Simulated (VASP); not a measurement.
# Ca (I4/mmm) in VASP: further runs, part 2 of 2

VASP 6.6.1. The steps go on from the part before.

## 4. Single point, r2SCAN (strain -0.015 along x and y, +0.000 along z)

POSCAR

```
Ca
1.0
   -2.2064000000      2.2064000000      2.2400000000
    2.2064000000     -2.2064000000      2.2400000000
    2.2064000000      2.2064000000     -2.2400000000
Ca
1
Direct
    0.0000000000      0.0000000000      0.0000000000
```

INCAR.step1

```
ALGO = Normal
EDIFF = 1E-4
ENCUT = 520
GGA = PE
ISMEAR = 0
LASPH = True
LCHARG = False
LREAL = False
LWAVE = True
NBANDS = 11
NELM = 60
PREC = Accurate
SIGMA = 0.15
```

INCAR.step2

```
ALGO = Normal
EDIFF = 1E-7
ENCUT = 520
ISIF = 2
ISMEAR = 0
ISTART = 1
LASPH = True
LCHARG = True
LELF = True
LMIXTAU = True
LREAL = False
LVHAR = True
LWAVE = False
METAGGA = R2SCAN
NBANDS = 11
NELM = 60
PREC = Accurate
SIGMA = 0.15
```

KPOINTS

```
k-points
0
Gamma
  16 16 16
```

Potentials or basis: VASP PAW PBE potentials, release 64 (Ca_sv).

Command:

```sh
> cat potpaw_PBE.64/Ca_sv/POTCAR > POTCAR
> cp INCAR.step1 INCAR
> mpirun -np 1 vasp_std > vasp.out
> cp INCAR.step2 INCAR
> mpirun -np 1 vasp_std > vasp.out
```

OUTCAR:

```text
EDIFF = 1E-7
   ENCUT = 520
   ISIF = 2
   ISMEAR = 0
   ISTART = 1
   LASPH = True
   LREAL = False
   METAGGA = R2SCAN
   NELM = 60
   PREC = Accurate

 ion  position               nearest neighbor table
   1  0.000  0.000  0.000-

  LATTYP: Found a body centered tetragonal cell.
 ALAT       =     4.4128000000
 C/A-ratio  =     1.0152284264

  Lattice vectors:

 A1 = (  -2.2064000000,   2.2064000000,   2.2400000000)
 A2 = (   2.2064000000,  -2.2064000000,   2.2400000000)
 A3 = (   2.2064000000,   2.2064000000,  -2.2400000000)

Analysis of symmetry for initial positions (statically):
=====================================================================
 Subroutine PRICEL returns:
 Original cell was already a primitive cell.

 Routine SETGRP: Setting up the symmetry group for a
 body centered tetragonal supercell.

 Subroutine GETGRP returns: Found 16 space group operations
 (whereof 16 operations were pure point group operations)
 out of a pool of 16 trial point group operations.

The static configuration has the point symmetry D_4h.

[... 166 lines left out ...]
 k-point     1 :       0.0000    0.0000    0.0000
  band No.  band energies     occupation
      1     -41.9975      2.00000
      2     -22.0279      2.00000
      3     -22.0278      2.00000
      4     -22.0260      2.00000
      5      -2.3546      2.00000
      6       4.5096      0.00000
      7       4.5096      0.00000
      8       4.5788      0.00000
      9       5.5493      0.00000
     10       5.6346      0.00000
     11      12.4166      0.00000
[... 309 lines left out ...]
 k-point    24 :      -0.0625    0.0625    0.0000
  band No.  band energies     occupation
      1     -41.9970      2.00000
      2     -22.0329      2.00000
      3     -22.0279      2.00000
      4     -22.0278      2.00000
      5      -2.2808      2.00000
      6       4.4597      0.00000
      7       4.5476      0.00000
      8       4.5635      0.00000
      9       5.5516      0.00000
     10       5.5766      0.00000
     11      12.4754      0.00000

 [... further k-points ...]

------------------------ aborting loop because EDIFF is reached ----------------------------------------

  FORCE on cell =-STRESS in cart. coord.  units (eV):
  Direction    XX          YY          ZZ          XY          YZ          ZX
  --------------------------------------------------------------------------------------
  -------------------------------------------------------------------------------------
  Total       -0.0230904     -0.0230904     -0.0202890      0.0000000     -0.0000000      0.0000000
  in kB       -0.8481372     -0.8481372     -0.7452388      0.0000000     -0.0000000      0.0000000
  external PRESSURE =      -0.8138377 kB  Pullay stress =       0.0000000 kB

 VOLUME and BASIS-vectors are now :
 -----------------------------------------------------------------------------
  energy-cutoff  :      520.00
  volume of cell :       43.62
      direct lattice vectors                 reciprocal lattice vectors
    -2.206400000  2.206400000  2.240000000     0.000000000  0.226613488  0.223214286
     2.206400000 -2.206400000  2.240000000     0.226613488  0.000000000  0.223214286
     2.206400000  2.206400000 -2.240000000     0.226613488  0.226613488  0.000000000

 POSITION                                       TOTAL-FORCE (eV/Angst)
 -----------------------------------------------------------------------------------
      0.00000      0.00000      0.00000        -0.000000     -0.000000     -0.000000
 -----------------------------------------------------------------------------------
    total drift:                               -0.000000     -0.000000      0.000000

  FREE ENERGIE OF THE ION-ELECTRON SYSTEM (eV)
  ---------------------------------------------------
  free  energy   TOTEN  =        -7.0245382201 eV

  energy  without entropy=       -7.0087393867  energy(sigma->0) =       -7.01663880
```

Wall time 15 min (1 thread of Intel Xeon 8259CL, shared host); peak memory 0.3 GiB.

Results:

- Free energy: -7.0245 eV
- Pressure: -0.1 GPa
- Band gap on the k mesh: zero (bands 5 and 6 overlap by 0.56 eV)

Caveat: the cell differs from its parent crystal (strain -0.015 along x and y, +0.000 along z); the PAW data sets were made with another functional, which shifts forces and pressure a little.

## 5. The runs side by side

```tsv
cell	gap on the mesh (eV)	pressure (GPa)
a = 3.822 Å, angles 110.7, 110.7, 107.0°, 1 atom	none	0.2
a = 3.841 Å, angles 108.7, 108.7, 111.1°, 1 atom	none	-0.1
a = 3.841 Å, angles 109.9, 109.9, 108.7°, 1 atom	none	-0.1
```

Alike in all rows: task single point; level r2SCAN; potentials or basis VASP PAW PBE potentials, release 64 (Ca_sv); no spin polarisation; k mesh 16 × 16 × 16; cutoff (eV) 520; smearing gaussian 0.15 eV.

Caveats: the PAW data sets were made with another functional, which shifts forces and pressure a little.

Total energies depend on the potentials used, so only differences within one code and one set of settings carry meaning.
